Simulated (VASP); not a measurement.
# Mg (a cell with a defect): single point with PBE

Crystal: Mg (a cell with a defect).

```xyz
35
Lattice="4.8133 -8.3368 0.0000 4.8133 8.3368 0.0000 0.0000 0.0000 10.2918" Properties=species:S:1:pos:R:3 pbc="T T T"
Mg    3.2088   -3.7053    6.4324
Mg    1.6096   -0.9409    1.2865
Mg    1.6079   -0.9227    6.4324
Mg    4.8032   -6.4724    1.2865
Mg    4.8182   -6.4830    6.4324
Mg    4.8081   -0.9409    1.2865
Mg    4.8098   -0.9227    6.4324
Mg    3.2088    1.8526    1.2865
Mg    3.2088    1.8526    6.4324
Mg    6.4025   -3.7024    1.2865
Mg    6.4191   -3.7101    6.4324
Mg    6.4277    1.8644    1.2865
Mg    6.4128    1.8538    6.4324
Mg    4.8285    4.6344    1.2865
Mg    4.8118    4.6267    6.4324
Mg    8.0221   -0.9263    1.2865
Mg    8.0221   -0.9263    6.4324
Mg    4.7976   -4.6225    3.8372
Mg    4.7976   -4.6225    9.0276
Mg    3.2088   -1.8707    3.8372
Mg    3.2088   -1.8707    9.0276
Mg    1.6027    0.9253    3.8601
Mg    1.6027    0.9253    9.0047
Mg    6.4141   -1.8547    3.8577
Mg    6.4141   -1.8547    9.0071
Mg    4.8150    0.9253    3.8601
Mg    4.8150    0.9253    9.0047
Mg    3.2088    3.7072    3.8601
Mg    3.2088    3.7072    9.0047
Mg    8.0221    0.9305    3.8577
Mg    8.0221    0.9305    9.0071
Mg    6.4333    3.7143    3.8372
Mg    6.4333    3.7143    9.0276
Mg    4.8169    6.4821    3.8577
Mg    4.8169    6.4821    9.0071
```

```
Program             : VASP 6.6.1
Task                : single point
Functional          : PBE
Potentials or basis : VASP PAW PBE potentials, release 64 (Mg)
Cutoff              : 520 eV
k mesh              : 5 × 5 × 4, shifted
Occupations         : gaussian, width 0.1 eV
Spin                : no spin polarisation
```

| Quantity | Value |
| --- | --- |
| Pressure | -0.4 GPa |
| Largest force | 0.012 eV/Å |
| Band gap on the k mesh | zero (band 35 reaches 2.69 eV, above the bottom of band 36 at 2.36 eV) |

Forces in eV/Å, atoms in the order of the input:
```
Mg   0.000  0.000  0.000
Mg   0.001 -0.002  0.000
Mg   0.002  0.003  0.000
Mg  -0.002  0.002  0.000
Mg   0.004  0.000  0.000
Mg  -0.001 -0.002  0.000
Mg  -0.002  0.003  0.000
Mg   0.000  0.000  0.000
Mg   0.000  0.000  0.000
Mg  -0.002  0.000  0.000
Mg   0.002 -0.004  0.000
Mg   0.002  0.002  0.000
Mg  -0.004  0.000  0.000
Mg   0.002  0.000  0.000
Mg  -0.002 -0.004  0.000
Mg   0.000  0.000  0.000
Mg   0.000  0.000  0.000
Mg  -0.009  0.005 -0.005
Mg  -0.009  0.005  0.005
Mg   0.000 -0.011 -0.005
Mg   0.000 -0.011  0.005
Mg   0.001  0.001  0.002
Mg   0.001  0.001 -0.002
Mg   0.001  0.000  0.002
Mg   0.001  0.000 -0.002
Mg  -0.001  0.001  0.002
Mg  -0.001  0.001 -0.002
Mg   0.000 -0.001  0.002
Mg   0.000 -0.001 -0.002
Mg   0.000 -0.001  0.002
Mg   0.000 -0.001 -0.002
Mg   0.009  0.005 -0.005
Mg   0.009  0.005  0.005
Mg  -0.001  0.000  0.002
Mg  -0.001  0.000 -0.002
```

Stress tensor (GPa, compression positive):
```
-0.55  0.00  0.00
 0.00 -0.55  0.00
 0.00  0.00 -0.04
```

Levels at points of the mesh, in eV from the Fermi level:
| k point | band 33 | band 34 | band 35 | band 36 | band 37 | band 38 |
| --- | --- | --- | --- | --- | --- | --- |
| (0.00, 0.00, 0.12) | 0.03 | 0.03 | 0.11 | 0.15 | 0.31 | 0.31 |

Run time: 11 min on 1 thread of Oxide Virtual Turin-like Processor, with other jobs on the host, peak memory 0.87 GiB.
